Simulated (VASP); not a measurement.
# Ru (P6_3/mmc) in VASP: notebook

Runs on Ru. Level: r2SCAN. Tasks: single point.

Program: VASP 6.6.1. These are calculated values, not measurements. Logs are shortened: lines on timing, memory, paths and dates and some standing lists are left out, and cuts for length are marked.

## (1) The cell of the first run

The structure is hexagonal, space group P6_3/mmc (No. 194). The conventional cell has a = 2.706 Å, b = 2.706 Å, c = 4.258 Å, α = 90.00°, β = 90.00°, γ = 120.00°. Within 3.5 Å of Ru (site symmetry -6m2) lie 12 Ru at 2.64 to 2.71 Å.

## (2) Single point, r2SCAN

Contents of POSCAR:

```
Ru
1.0
    2.7059477279      0.0000000000      0.0000000000
   -1.3529738639      2.3434194737      0.0000000000
    0.0000000000      0.0000000000      4.2579056513
Ru
2
Direct
    0.3333333333      0.6666666667      0.2500000000
    0.6666666667      0.3333333333      0.7500000000
```

Contents of INCAR.step1:

```
PREC = Accurate ; ENCUT = 620
ISMEAR = -1 ; SIGMA = 0.1
LREAL = F ; LASPH = T
NELM = 120 ; NBANDS = 23
GGA = PE ; ALGO = Normal
EDIFF = 1E-5 ; LWAVE = T
LCHARG = F ; GGA_COMPAT = F
```

Contents of INCAR.step2:

```
PREC = Accurate ; ENCUT = 620
EDIFF = 1E-6 ; ISMEAR = -1
SIGMA = 0.1 ; LREAL = F
LASPH = T ; NELM = 120
ALGO = Normal ; ISIF = 2
LWAVE = F ; LCHARG = T
METAGGA = R2SCAN ; LMIXTAU = T
LELF = T ; LVHAR = T
NBANDS = 23 ; ISTART = 1
GGA_COMPAT = F
```

Contents of KPOINTS:

```
regular mesh
0
Gamma
  11 11 6
```

Potentials or basis: VASP PAW PBE potentials, release 64 (Ru_sv).

Run with:

```console
$ cat potpaw_PBE.64/Ru_sv/POTCAR > POTCAR
$ cp INCAR.step1 INCAR
$ mpirun -np 1 vasp_std > vasp.out
$ cp INCAR.step2 INCAR
$ mpirun -np 1 vasp_std > vasp.out
```

OUTCAR:

```text
PREC = Accurate
   ENCUT = 620
   EDIFF = 1E-6
   ISMEAR = -1
   LREAL = F
   LASPH = T
   NELM = 120
   ISIF = 2
   METAGGA = R2SCAN
   ISTART = 1

 ion  position               nearest neighbor table
   1  0.333  0.667  0.250-   2 2.64   2 2.64   2 2.64   2 2.64   2 2.64   2 2.64
   2  0.667  0.333  0.750-   1 2.64   1 2.64   1 2.64   1 2.64   1 2.64   1 2.64

  LATTYP: Found a hexagonal cell.
 ALAT       =     2.7059477279
 C/A-ratio  =     1.5735358105

  Lattice vectors:

 A1 = (   2.7059477279,   0.0000000000,   0.0000000000)
 A2 = (  -1.3529738639,   2.3434194737,   0.0000000000)
 A3 = (   0.0000000000,   0.0000000000,   4.2579056513)

Analysis of symmetry for initial positions (statically):
=====================================================================
 Subroutine PRICEL returns:
 Original cell was already a primitive cell.

 Routine SETGRP: Setting up the symmetry group for a
 hexagonal supercell.

 Subroutine GETGRP returns: Found 24 space group operations
 (whereof 12 operations were pure point group operations)
 out of a pool of 24 trial point group operations.

The static configuration has the point symmetry D_3d.
 The point group associated with its full space group is D_6h.

Analysis of symmetry for dynamics (positions and initial velocities):
=====================================================================
 Subroutine PRICEL returns:
 Original cell was already a primitive cell.

 Routine SETGRP: Setting up the symmetry group for a
 hexagonal supercell.

 Subroutine GETGRP returns: Found 24 space group operations
 (whereof 12 operations were pure point group operations)
 out of a pool of 24 trial point group operations.

The dynamic configuration has the point symmetry D_3d.
 The point group associated with its full space group is D_6h.

 Subroutine INISYM returns: Found 24 space group operations
 (whereof 12 operations are pure point group operations),
 and found     1 'primitive' translations

----------------------------------------------------------------------------------------

                                     Primitive cell

  volume of cell :      27.0001

  direct lattice vectors                    reciprocal lattice vectors
     2.705947728  0.000000000  0.000000000     0.369556289  0.213363423  0.000000000
    -1.352973864  2.343419474  0.000000000     0.000000000  0.426726846  0.000000000
     0.000000000  0.000000000  4.257905651     0.000000000  0.000000000  0.234857247

  length of vectors
     2.705947728  2.705947728  4.257905651     0.426726846  0.426726846  0.234857247

  position of ions in fractional coordinates (direct lattice)
     0.333333333  0.666666667  0.250000000
     0.666666667  0.333333333  0.750000000

  ion indices of the primitive-cell ions
   primitive index   ion index
                 1           1
                 2           2

----------------------------------------------------------------------------------------

 KPOINTS: regular mesh

Automatic generation of k-mesh.
 Grid dimensions read from file:
 generate k-points for:   11   11    6

 Generating k-lattice:

  Cartesian coordinates                     Fractional coordinates (reciprocal lattice)
     0.033596026  0.019396675  0.000000000     0.090909091  0.000000000  0.000000000
     0.000000000  0.038793350  0.000000000     0.000000000  0.090909091  0.000000000
     0.000000000  0.000000000  0.039142875     0.000000000  0.000000000  0.166666667

  Length of vectors
     0.038793350  0.038793350  0.039142875

  Shift w.r.t. Gamma in fractional coordinates (k-lattice)
     0.000000000  0.000000000  0.000000000

 Subroutine IBZKPT returns following result:
 ===========================================

 Found     64 irreducible k-points:

 Following reciprocal coordinates:
            Coordinates               Weight
  0.000000  0.000000  0.000000      1.000000
  0.090909  0.000000  0.000000      6.000000
  0.181818 -0.000000  0.000000      6.000000
  0.272727  0.000000  0.000000      6.000000
  0.363636  0.000000  0.000000      6.000000
  0.454545 -0.000000  0.000000      6.000000
[... 16 lines left out ...]
  0.090909  0.090909  0.166667     12.000000
  0.181818  0.090909  0.166667     24.000000
 [... further k-points ...]
   k-points           NKPTS =     64   k-points in BZ     NKDIM =     64   number of bands    NBANDS=     23
   number of dos      NEDOS =    301   number of ions     NIONS =      2
   total plane-waves  NPLWV =  20736
   dimension x,y,z NGX =    24 NGY =   24 NGZ =   36
   dimension x,y,z NGXF=    48 NGYF=   48 NGZF=   72
   ions per type =               2
   NGX,Y,Z   is equivalent  to a cutoff of  14.74, 14.74, 14.06 a.u.
   NGXF,Y,Z  is equivalent  to a cutoff of  29.49, 29.49, 28.11 a.u.
 SYSTEM =  unknown system
   PREC   = accura    normal or accurate (medium, high low for compatibility)
   ISTART =      1    job   : 0-new  1-cont  2-samecut
   ICHARG =      0    charge: 1-file 2-atom 10-const
   ISPIN  =      1    spin polarized calculation?
   LNONCOLLINEAR =      F non collinear calculations
   LSORBIT =      F    spin-orbit coupling
   LASPH  =      T    aspherical Exc in radial PAW
   ENCUT  =  620.0 eV  45.57 Ry    6.75 a.u.   5.49  5.49  8.64*2*pi/ulx,y,z
   NELM   =    120;   NELMIN=  2; NELMDL=  0     # of ELM steps
   EDIFF  = 0.1E-05   stopping-criterion for ELM
   LREAL  =      F    real-space projection
   EDIFFG = 0.1E-04   stopping-criterion for IOM
   NSW    =      0    number of steps for IOM
   IBRION =     -1    ionic relax: 0-MD 1-quasi-New 2-CG
   NFREE  =      0    steps in history (QN), initial steepest desc. (CG)
   ISIF   =      2    stress and relaxation
   ISYM   =      2    0-nonsym 1-usesym 2-fastsym
   POTIM  = 0.5000    time-step for ionic-motion
   TEBEG  =    0.0;   TEEND  =   0.0 temperature during run
   PSTRESS=    0.0 pullay stress
   NELECT =      32.0000    total number of electrons
   NUPDOWN=      -1.0000    fix difference up-down
   EMIN   =  10.00;   EMAX   =-10.00  energy-range for DOS
   EFERMI =   0.00;   METHOD = LEGACY
   ISMEAR =    -1;   SIGMA  =   0.10  broadening in eV -4-tet -1-fermi 0-gaus
   EFERMI_NEDOS =   21; number of points for ismear=-14 and -15
   IALGO  =     38    algorithm
   IMIX   =      4    mixing-type and parameters
     AMIX     =   0.40;   BMIX     =  1.00
     AMIX_MAG =   1.60;   BMIX_MAG =  1.00
  volume/ion in A,a.u.               =      13.50        91.10
  Fermi-wavevector in a.u.,A,eV,Ry     =   1.732486  3.273923 40.837979  3.001507
  Thomas-Fermi vector in A             =   2.806653
   LORBIT       =      0    0 simple, 1 ext, 2 COOP (PROOUT), +10 PAW based schemes
   METAGGA = R2SCAN    functional components
   LHFCALC =     F    Hartree Fock is set to
   AEXX    =    0.0000 exact exchange contribution
   IVDW    =     0    specifies the selected vdW correction
   LEPSILON=     F    determine dielectric tensor
   LRPA    =     F    only Hartree local field effects (RPA)
 non-spin polarized calculation
  energy-cutoff  :      620.00
  volume of cell :       27.00
 maximum number of plane-waves:       972
 NGX is ok and might be reduce to    24
   NGX = 11   NGY = 11   NGZ = 17

 number of electron      31.9999996 magnetization

 Free energy of the ion-electron system (eV)
  ---------------------------------------------------
  ext. energy  EPLUGINS =         0.00000000
  ---------------------------------------------------
  free energy    TOTEN  =       -50.96067946 eV

  energy without entropy =      -50.90276186  energy(sigma->0) =      -50.93172066

 E-fermi :  15.1104     XC(G=0): -15.5790

 val. band max:       15.0926399575   @ k =   0.3636   0.0909   0.3333
 cond. band min:      15.1141516211   @ k =   0.3636   0.0000   0.3333
 fundamental gap:      0.0215116635
 Fermi energy:        15.1103810700

 k-point     1 :       0.0000    0.0000    0.0000
  band No.  band energies     occupation
      1     -60.1911      2.00000
      2     -59.9555      2.00000
      3     -29.9533      2.00000
      4     -28.9310      2.00000
      5     -28.9310      2.00000
      6     -28.7399      2.00000
[... 15 lines left out ...]
     22      30.6878      0.00000
     23      33.4254      0.00000

 k-point     2 :       0.0909    0.0000    0.0000
  band No.  band energies     occupation
      1     -60.1778      2.00000
      2     -59.9506      2.00000
      3     -29.9225      2.00000
      4     -28.9949      2.00000
      5     -28.9527      2.00000
      6     -28.8063      2.00000
[... 15 lines left out ...]
     22      31.2086      0.00000
     23      33.7720      0.00000

 k-point     3 :       0.1818   -0.0000    0.0000
  band No.  band energies     occupation
      1     -60.1410      2.00000
      2     -59.9381      2.00000
      3     -29.8349      2.00000
      4     -29.1664      2.00000
      5     -29.0088      2.00000
      6     -28.9804      2.00000
[... 15 lines left out ...]
     22      31.6600      0.00000
     23      33.9759      0.00000

 k-point     4 :       0.2727    0.0000    0.0000
  band No.  band energies     occupation
      1     -60.0900      2.00000
      2     -59.9245      2.00000
      3     -29.7051      2.00000
      4     -29.3912      2.00000
      5     -29.1999      2.00000
      6     -29.0789      2.00000
[... 15 lines left out ...]
     22      29.2328      0.00000
     23      32.3157      0.00000

 k-point     5 :       0.3636    0.0000    0.0000
  band No.  band energies     occupation
      1     -60.0378      2.00000
      2     -59.9170      2.00000
      3     -29.5975      2.00000
      4     -29.5583      2.00000
      5     -29.3941      2.00000
      6     -29.1408      2.00000
[... 434 lines left out ...]
 k-point    22 :       0.4545   -0.0000    0.1667
  band No.  band energies     occupation
      1     -59.9957      2.00000
      2     -59.9234      2.00000
      3     -29.7863      2.00000
      4     -29.5809      2.00000
      5     -29.3265      2.00000
      6     -29.1561      2.00000
[... 15 lines left out ...]
     22      27.6094      0.00000
     23      29.7233      0.00000

 k-point    23 :       0.0909    0.0909    0.1667
  band No.  band energies     occupation
      1     -60.1388      2.00000
      2     -59.9562      2.00000
      3     -29.8008      2.00000
      4     -29.0759      2.00000
      5     -29.0265      2.00000
      6     -28.9422      2.00000
[... 15 lines left out ...]
     22      31.4810      0.00000
     23      33.8798      0.00000

 k-point    24 :       0.1818    0.0909    0.1667
  band No.  band energies     occupation
      1     -60.0968      2.00000
      2     -59.9411      2.00000
      3     -29.7246      2.00000
      4     -29.2471      2.00000
      5     -29.1933      2.00000
      6     -29.0287      2.00000
[... 15 lines left out ...]
     22      30.9162      0.00000
     23      32.4477      0.00000

 [... further k-points ...]

------------------------ aborting loop because EDIFF is reached ----------------------------------------

  FORCE on cell =-STRESS in cart. coord.  units (eV):
  Direction    XX          YY          ZZ          XY          YZ          ZX
  --------------------------------------------------------------------------------------
  -------------------------------------------------------------------------------------
  Total       -0.0618697     -0.0618697      0.2344316     -0.0000000      0.0000000      0.0000000
  in kB       -3.6713259     -3.6713259     13.9110907     -0.0000000      0.0000000      0.0000000
  external PRESSURE =       2.1894796 kB  Pullay stress =       0.0000000 kB

 VOLUME and BASIS-vectors are now :
 -----------------------------------------------------------------------------
  energy-cutoff  :      620.00
  volume of cell :       27.00
      direct lattice vectors                 reciprocal lattice vectors
     2.705947728  0.000000000  0.000000000     0.369556289  0.213363423  0.000000000
    -1.352973864  2.343419474  0.000000000     0.000000000  0.426726846  0.000000000
     0.000000000  0.000000000  4.257905651     0.000000000  0.000000000  0.234857247

 POSITION                                       TOTAL-FORCE (eV/Angst)
 -----------------------------------------------------------------------------------
     -0.00000      1.56228      1.06448        -0.000000      0.000000      0.000000
      1.35297      0.78114      3.19343         0.000000     -0.000000      0.000000
 -----------------------------------------------------------------------------------
    total drift:                               -0.000000      0.000000     -0.000000

  FREE ENERGIE OF THE ION-ELECTRON SYSTEM (eV)
  ---------------------------------------------------
  free  energy   TOTEN  =       -50.9606794554 eV

  energy  without entropy=      -50.9027618583  energy(sigma->0) =      -50.93172066
```

Run time: 2.5 min. Hardware: 1 thread of Intel Xeon Platinum 8259CL at 2.50GHz (Skylake/Cascade Lake), shared host; peak memory 0.18 GiB.

What came out:

| Quantity | Value |
| --- | --- |
| Free energy | -50.9607 eV |
| Pressure | 0.2 GPa |
| Band gap on the k mesh | zero (bands 16 and 17 overlap by 3.25 eV) |

Stress tensor (GPa, compression positive):
```
-0.37  0.00  0.00
 0.00 -0.37  0.00
 0.00  0.00  1.39
```

Caveat: the PAW data sets were made with another functional, which shifts forces and pressure a little.

## (3) Single point, r2SCAN

POSCAR is that of step 2.

Contents of INCAR.step1:

```
  PREC = Accurate
  ENCUT = 620
  ISMEAR = 1
  SIGMA = 0.6
  LREAL = False
  LASPH = True
  NELM = 120
  NBANDS = 23
  GGA = PE
  ALGO = Normal
  EDIFF = 1E-5
  LWAVE = True
  LCHARG = False
  GGA_COMPAT = False
```

Contents of INCAR.step2:

```
  PREC = Accurate
  ENCUT = 620
  EDIFF = 1E-6
  ISMEAR = 1
  SIGMA = 0.6
  LREAL = False
  LASPH = True
  NELM = 120
  ALGO = Normal
  ISIF = 2
  LWAVE = False
  LCHARG = True
  METAGGA = R2SCAN
  LMIXTAU = True
  LELF = True
  LVHAR = True
  NBANDS = 23
  ISTART = 1
  GGA_COMPAT = False
```

Contents of KPOINTS:

```
Automatic mesh
0
Gamma
  13 13 8
```

Potentials or basis: VASP PAW PBE potentials, release 64 (Ru_sv).

Run with:

```console
$ cat potpaw_PBE.64/Ru_sv/POTCAR > POTCAR
$ cp INCAR.step1 INCAR
$ mpirun -np 1 vasp_std > vasp.out
$ cp INCAR.step2 INCAR
$ mpirun -np 1 vasp_std > vasp.out
```

Run time: 79 s. Hardware: 1 thread of Intel Xeon 6975P-C (Granite Rapids), shared host; peak memory 0.2 GiB.

The run converged. Its results:

- Free energy: -50.9361 eV
- Pressure: -0.2 GPa
- Band gap on the k mesh: zero (bands 16 and 17 overlap by 3.25 eV)

Stress tensor (GPa, compression positive):
```
-0.35  0.00  0.00
 0.00 -0.35  0.00
 0.00  0.00 -0.01
```

Levels at points of the mesh, in eV from the Fermi level:
```tsv
k point	band 14	band 15	band 16	band 17	band 18	band 19
(0.00, 0.00, 0.00)	-2.03	-2.03	-1.54	-1.54	1.21	1.21
(0.00, 0.00, 0.50)	-2.95	-2.84	-2.84	0.54	0.54	0.54
```

Caveat: so wide a smearing shifts energies and pressures; the PAW data sets were made with another functional, which shifts forces and pressure a little.

The gap in the log of VASP goes by the Fermi energy; the results here count the filled bands.